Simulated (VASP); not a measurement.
# TeAs (Fm-3m) in VASP: single point with LDA

Aim: the single point of TeAs with LDA.

Program: VASP 6.6.1. These are calculated values, not measurements. Logs are shortened: lines on timing, memory, paths and dates and some standing lists are left out, and cuts for length are marked.

### 1 The cell of the first run

Symmetry: Fm-3m, No. 225, cubic system. Conventional cell: a = 5.935 Å, b = 5.935 Å, c = 5.935 Å, α = 90.00°, β = 90.00°, γ = 90.00°. Te (site symmetry m-3m) has 6 As at 2.97 Å within 3.9 Å. Within 3.9 Å of As (site symmetry m-3m) lie 6 Te at 2.97 Å.

### 2 Single point, LDA

File INCAR:

```
PREC     = Accurate       # precision mode
ENCUT    = 500            # plane-wave cutoff, eV
EDIFF    = 1E-6           # SCF threshold, eV
ISMEAR   = 1              # smearing method
SIGMA    = 0.1            # smearing width, eV
LREAL    = F              # projectors in reciprocal space
LASPH    = T              # aspherical terms in the spheres
NELM     = 120            # most SCF steps
ALGO     = Normal         # electronic algorithm
ISIF     = 2              # what is computed and relaxed
LWAVE    = F              # write WAVECAR
LCHARG   = F              # write CHGCAR
GGA      = CA             # functional
NBANDS   = 12             # bands
GGA_COMPAT= F
```

File KPOINTS:

```
Automatic mesh
0
Gamma
  4 4 4
```

File POSCAR:

```
TeAs
1.0
    0.0000000000      2.9676670000      2.9676670000
    2.9676670000      0.0000000000      2.9676670000
    2.9676670000      2.9676670000      0.0000000000
Te As
1 1
Direct
    0.5000000000      0.5000000000      0.5000000000
    0.0000000000      0.0000000000      0.0000000000
```

Potentials or basis: VASP PAW LDA potentials, release 64 (Te, As).

The run is started by

```
$ cat potpaw_LDA.64/Te/POTCAR potpaw_LDA.64/As/POTCAR > POTCAR
$ mpirun -np 1 vasp_std > vasp.out
```

OUTCAR:

```text
PREC = Accurate
   ENCUT = 500
   EDIFF = 1E-6
   ISMEAR = 1
   LREAL = F
   LASPH = T
   NELM = 120
   ISIF = 2
   GGA = CA

 ion  position               nearest neighbor table
   1  0.500  0.500  0.500-   2 2.97   2 2.97   2 2.97   2 2.97   2 2.97   2 2.97
   2  0.000  0.000  0.000-   1 2.97   1 2.97   1 2.97   1 2.97   1 2.97   1 2.97

  LATTYP: Found a face centered cubic cell.
 ALAT       =     5.9353340000

  Lattice vectors:

 A1 = (   0.0000000000,   2.9676670000,   2.9676670000)
 A2 = (   2.9676670000,   0.0000000000,   2.9676670000)
 A3 = (   2.9676670000,   2.9676670000,   0.0000000000)

Analysis of symmetry for initial positions (statically):
=====================================================================
 Subroutine PRICEL returns:
 Original cell was already a primitive cell.

 Routine SETGRP: Setting up the symmetry group for a
 face centered cubic supercell.

 Subroutine GETGRP returns: Found 48 space group operations
 (whereof 48 operations were pure point group operations)
 out of a pool of 48 trial point group operations.

The static configuration has the point symmetry O_h .

Analysis of symmetry for dynamics (positions and initial velocities):
=====================================================================
 Subroutine PRICEL returns:
 Original cell was already a primitive cell.

 Routine SETGRP: Setting up the symmetry group for a
 face centered cubic supercell.

 Subroutine GETGRP returns: Found 48 space group operations
 (whereof 48 operations were pure point group operations)
 out of a pool of 48 trial point group operations.

The dynamic configuration has the point symmetry O_h .

 Subroutine INISYM returns: Found 48 space group operations
 (whereof 48 operations are pure point group operations),
 and found     1 'primitive' translations

----------------------------------------------------------------------------------------

                                     Primitive cell

  volume of cell :      52.2728

  direct lattice vectors                    reciprocal lattice vectors
     0.000000000  2.967667000  2.967667000    -0.168482515  0.168482515  0.168482515
     2.967667000  0.000000000  2.967667000     0.168482515 -0.168482515  0.168482515
     2.967667000  2.967667000  0.000000000     0.168482515  0.168482515 -0.168482515

  length of vectors
     4.196914920  4.196914920  4.196914920     0.291820276  0.291820276  0.291820276

  position of ions in fractional coordinates (direct lattice)
     0.500000000  0.500000000  0.500000000
     0.000000000  0.000000000  0.000000000

  ion indices of the primitive-cell ions
   primitive index   ion index
                 1           1
                 2           2

----------------------------------------------------------------------------------------

 KPOINTS: Automatic mesh

Automatic generation of k-mesh.
 Grid dimensions read from file:
 generate k-points for:    4    4    4

 Generating k-lattice:

  Cartesian coordinates                     Fractional coordinates (reciprocal lattice)
    -0.042120629  0.042120629  0.042120629     0.250000000  0.000000000  0.000000000
     0.042120629 -0.042120629  0.042120629     0.000000000  0.250000000  0.000000000
     0.042120629  0.042120629 -0.042120629     0.000000000  0.000000000  0.250000000

  Length of vectors
     0.072955069  0.072955069  0.072955069

  Shift w.r.t. Gamma in fractional coordinates (k-lattice)
     0.000000000  0.000000000  0.000000000

 Subroutine IBZKPT returns following result:
 ===========================================

 Found      8 irreducible k-points:

 Following reciprocal coordinates:
            Coordinates               Weight
  0.000000  0.000000  0.000000      1.000000
  0.250000  0.000000  0.000000      8.000000
  0.500000  0.000000  0.000000      4.000000
  0.250000  0.250000  0.000000      6.000000
  0.500000  0.250000  0.000000     24.000000
 -0.250000  0.250000  0.000000     12.000000
  0.500000  0.500000  0.000000      3.000000
 -0.250000  0.500000  0.250000      6.000000
   k-points           NKPTS =      8   k-points in BZ     NKDIM =      8   number of bands    NBANDS=     12
   number of dos      NEDOS =    301   number of ions     NIONS =      2
   total plane-waves  NPLWV =  32768
   dimension x,y,z NGX =    32 NGY =   32 NGZ =   32
   dimension x,y,z NGXF=    64 NGYF=   64 NGZF=   64
   ions per type =               1   1
   NGX,Y,Z   is equivalent  to a cutoff of  12.68, 12.68, 12.68 a.u.
   NGXF,Y,Z  is equivalent  to a cutoff of  25.35, 25.35, 25.35 a.u.
 SYSTEM =  unknown system
   PREC   = accura    normal or accurate (medium, high low for compatibility)
   ISTART =      0    job   : 0-new  1-cont  2-samecut
   ICHARG =      2    charge: 1-file 2-atom 10-const
   ISPIN  =      1    spin polarized calculation?
   LNONCOLLINEAR =      F non collinear calculations
   LSORBIT =      F    spin-orbit coupling
   LASPH  =      T    aspherical Exc in radial PAW
   ENCUT  =  500.0 eV  36.75 Ry    6.06 a.u.   7.65  7.65  7.65*2*pi/ulx,y,z
   NELM   =    120;   NELMIN=  2; NELMDL= -5     # of ELM steps
   EDIFF  = 0.1E-05   stopping-criterion for ELM
   LREAL  =      F    real-space projection
   EDIFFG = 0.1E-04   stopping-criterion for IOM
   NSW    =      0    number of steps for IOM
   IBRION =     -1    ionic relax: 0-MD 1-quasi-New 2-CG
   NFREE  =      0    steps in history (QN), initial steepest desc. (CG)
   ISIF   =      2    stress and relaxation
   ISYM   =      2    0-nonsym 1-usesym 2-fastsym
   POTIM  = 0.5000    time-step for ionic-motion
   TEBEG  =    0.0;   TEEND  =   0.0 temperature during run
   PSTRESS=    0.0 pullay stress
   NELECT =      11.0000    total number of electrons
   NUPDOWN=      -1.0000    fix difference up-down
   EMIN   =  10.00;   EMAX   =-10.00  energy-range for DOS
   EFERMI =   0.00;   METHOD = LEGACY
   ISMEAR =     1;   SIGMA  =   0.10  broadening in eV -4-tet -1-fermi 0-gaus
   EFERMI_NEDOS =   21; number of points for ismear=-14 and -15
   IALGO  =     38    algorithm
   IMIX   =      4    mixing-type and parameters
     AMIX     =   0.40;   BMIX     =  1.00
     AMIX_MAG =   1.60;   BMIX_MAG =  1.00
  volume/ion in A,a.u.               =      26.14       176.38
  Fermi-wavevector in a.u.,A,eV,Ry     =   0.973749  1.840120 12.900881  0.948188
  Thomas-Fermi vector in A             =   2.104154
   LORBIT       =      0    0 simple, 1 ext, 2 COOP (PROOUT), +10 PAW based schemes
   GGA     = CA    functional components
   LHFCALC =     F    Hartree Fock is set to
   AEXX    =    0.0000 exact exchange contribution
   IVDW    =     0    specifies the selected vdW correction
   LEPSILON=     F    determine dielectric tensor
   LRPA    =     F    only Hartree local field effects (RPA)
 non-spin polarized calculation
 Methfessel and Paxton  Order N= 1 SIGMA  =   0.10
  energy-cutoff  :      500.00
  volume of cell :       52.27
 maximum number of plane-waves:      1363
 NGX is ok and might be reduce to    32
   NGX = 15   NGY = 15   NGZ = 15

 number of electron      11.0000000 magnetization

 Free energy of the ion-electron system (eV)
  ---------------------------------------------------
  ext. energy  EPLUGINS =         0.00000000
  ---------------------------------------------------
  free energy    TOTEN  =        -9.09002958 eV

  energy without entropy =       -9.08735344  energy(sigma->0) =       -9.08913753

 E-fermi :   6.5365     XC(G=0):  -9.9652

 val. band max:        5.9890473665   @ k =  -0.2500   0.2500   0.0000
 cond. band min:       6.5800841283   @ k =  -0.2500   0.2500   0.0000
 fundamental gap:      0.5910367618
 Fermi energy:         6.5364694087

 k-point     1 :       0.0000    0.0000    0.0000
  band No.  band energies     occupation
      1      -7.8936      2.00000
      2      -0.7895      2.00000
      3       3.7622      2.00000
      4       3.7622      2.00000
      5       3.7622      2.00000
      6       8.6068      0.00000
      7       8.6068      0.00000
      8       8.6068      0.00000
      9      11.2877      0.00000
     10      11.2877      0.00000
     11      11.2877      0.00000
     12      13.3379      0.00000

 k-point     2 :       0.2500    0.0000    0.0000
  band No.  band energies     occupation
      1      -7.2212      2.00000
      2      -2.5319      2.00000
      3       3.9481      2.00000
      4       3.9481      2.00000
      5       4.3954      2.00000
      6       6.8207     -0.00044
      7       6.8207     -0.00044
      8       7.0826     -0.00000
      9      11.6565      0.00000
     10      12.6129      0.00000
     11      12.6129      0.00000
     12      16.3313      0.00000

 k-point     3 :       0.5000    0.0000    0.0000
  band No.  band energies     occupation
      1      -5.5525      2.00000
      2      -4.9881      2.00000
      3       4.6411      2.00000
      4       4.6411      2.00000
      5       4.9909      2.00000
      6       5.1158      2.00000
      7       5.1158      2.00000
      8       5.7410      2.00000
      9      14.6062      0.00000
     10      15.0479      0.00000
     11      16.1399      0.00000
     12      16.1429      0.00000

 k-point     4 :       0.2500    0.2500    0.0000
  band No.  band energies     occupation
      1      -7.0311      2.00000
      2      -2.3543      2.00000
      3       2.6909      2.00000
      4       2.6909      2.00000
      5       3.3905      2.00000
      6       7.3947     -0.00000
      7       9.3404      0.00000
      8       9.3404      0.00000
      9       9.4180      0.00000
     10      14.1216      0.00000
     11      14.2893      0.00000
     12      14.2893      0.00000

 k-point     5 :       0.5000    0.2500    0.0000
  band No.  band energies     occupation
      1      -5.7274      2.00000
      2      -4.0701      2.00000
      3       1.3823      2.00000
      4       2.6811      2.00000
      5       2.8589      2.00000
      6       8.0737     -0.00000
      7       8.3707     -0.00000
      8       9.5190      0.00000
      9      10.5620      0.00000
     10      15.1955      0.00000
     11      16.3366      0.00000
     12      17.1504      0.00000

 k-point     6 :      -0.2500    0.2500    0.0000
  band No.  band energies     occupation
      1      -6.1786      2.00000
      2      -3.8097      2.00000
      3       1.5205      2.00000
      4       4.0804      2.00000
      5       4.3013      2.00000
      6       5.9890      2.00000
      7       6.5801      0.33392
      8      10.0603      0.00000
      9      12.0614      0.00000
     10      13.1988      0.00000
     11      14.5007      0.00000
     12      15.6482      0.00000

 k-point     7 :       0.5000    0.5000    0.0000
  band No.  band energies     occupation
      1      -5.6483      2.00000
      2      -3.2305      2.00000
      3      -0.1006      2.00000
      4       1.9237      2.00000
      5       1.9237      2.00000
      6       8.4872     -0.00000
      7      10.3211      0.00000
      8      10.3211      0.00000
      9      11.9288      0.00000
     10      15.4824      0.00000
     11      17.3960      0.00000
     12      17.5521      0.00000

 k-point     8 :      -0.2500    0.5000    0.2500
  band No.  band energies     occupation
      1      -5.0370      2.00000
      2      -4.4181      2.00000
      3       0.7168      2.00000
      4       0.7168      2.00000
      5       5.1849      2.00000
      6       5.7160      2.00000
      7      11.0024      0.00000
      8      11.0024      0.00000
      9      11.6931      0.00000
     10      11.6931      0.00000
     11      16.8891      0.00000
     12      17.6092      0.00000

------------------------ aborting loop because EDIFF is reached ----------------------------------------

  FORCE on cell =-STRESS in cart. coord.  units (eV):
  Direction    XX          YY          ZZ          XY          YZ          ZX
  --------------------------------------------------------------------------------------
  -------------------------------------------------------------------------------------
  Total       -1.3579246     -1.3579246     -1.3579246     -0.0000000     -0.0000000      0.0000000
  in kB      -41.6208318    -41.6208318    -41.6208318     -0.0000000     -0.0000000      0.0000000
  external PRESSURE =     -41.6208318 kB  Pullay stress =       0.0000000 kB

 VOLUME and BASIS-vectors are now :
 -----------------------------------------------------------------------------
  energy-cutoff  :      500.00
  volume of cell :       52.27
      direct lattice vectors                 reciprocal lattice vectors
     0.000000000  2.967667000  2.967667000    -0.168482515  0.168482515  0.168482515
     2.967667000  0.000000000  2.967667000     0.168482515 -0.168482515  0.168482515
     2.967667000  2.967667000  0.000000000     0.168482515  0.168482515 -0.168482515

 POSITION                                       TOTAL-FORCE (eV/Angst)
 -----------------------------------------------------------------------------------
      2.96767      2.96767      2.96767         0.000000      0.000000     -0.000000
      0.00000      0.00000      0.00000        -0.000000     -0.000000      0.000000
 -----------------------------------------------------------------------------------
    total drift:                                0.000000     -0.000000     -0.000000

  FREE ENERGIE OF THE ION-ELECTRON SYSTEM (eV)
  ---------------------------------------------------
  free  energy   TOTEN  =        -9.0900295795 eV

  energy  without entropy=       -9.0873534399  energy(sigma->0) =       -9.08913753
```

Run time: 2.3 s. Hardware: 1 thread of Intel Xeon 6975P-C (Granite Rapids), shared host; peak memory 0.15 GiB.

What came out:

```yaml
Free_energy: -9.0900 eV
Pressure: -4.2 GPa
Band_gap_on_the_k_mesh: zero (an odd number of electrons rules out a gap without spin polarisation)
```

Caveat: the k points lie up to 0.46 Å⁻¹ apart, too coarse for converged energies and pressures of a metal; spin-orbit coupling is left out, which moves the levels of the heavy elements.

The gap in the log of VASP goes by the Fermi energy; the results here count the filled bands.